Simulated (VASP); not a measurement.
Here is a VASP 6.6.1 calculation.

The input POSCAR:

```
P
1.0
    2.5104671020      0.0000000000      0.0000000000
    0.0000000000      2.5104671020      0.0000000000
    0.0000000000      0.0000000000      2.4243884878
P
1
Direct
    0.0000000000      0.0000000000      0.0000000000
```

INCAR.step1

```
SYSTEM = P
ALGO = Normal
EDIFF = 1E-4
ENCUT = 520
GGA = PE
ISMEAR = 0
LASPH = .TRUE.
LCHARG = .FALSE.
LREAL = .FALSE.
LWAVE = .TRUE.
NBANDS = 8
NELM = 80
PREC = Accurate
SIGMA = 0.1
```

INCAR.step2

```
SYSTEM = P
ALGO = Normal
EDIFF = 1E-6
ENCUT = 520
ISIF = 2
ISMEAR = 0
ISTART = 1
LASPH = .TRUE.
LCHARG = .FALSE.
LMIXTAU = .TRUE.
LREAL = .FALSE.
LWAVE = .FALSE.
METAGGA = R2SCAN
NBANDS = 8
NELM = 80
PREC = Accurate
SIGMA = 0.1
```

KPOINTS

```
k-points
0
G
  22 22 22
  0 0 0
```

Potentials or basis: VASP PAW PBE potentials, release 64 (P).

Run with:

```bash
$ cat potpaw_PBE.64/P/POTCAR > POTCAR
$ cp INCAR.step1 INCAR
$ mpirun -np 1 vasp_std > vasp.out
$ cp INCAR.step2 INCAR
$ mpirun -np 1 vasp_std > vasp.out
```

Question: What does it give for the pressure?

Answer: -6.0 GPa.

Question: What does it give for the band gap on the k mesh?

Answer: Zero (an odd number of electrons rules out a gap without spin polarisation).

Stress tensor (GPa, compression positive):
```
-8.73  0.00  0.00
 0.00 -8.73  0.00
 0.00  0.00 -0.46
```

Caveat: the cell differs from its parent crystal (biaxial strain in the a-b plane: +3.0 %, then relaxed in part); the cell stands under tension; the PAW data sets were made with another functional, which shifts forces and pressure a little.
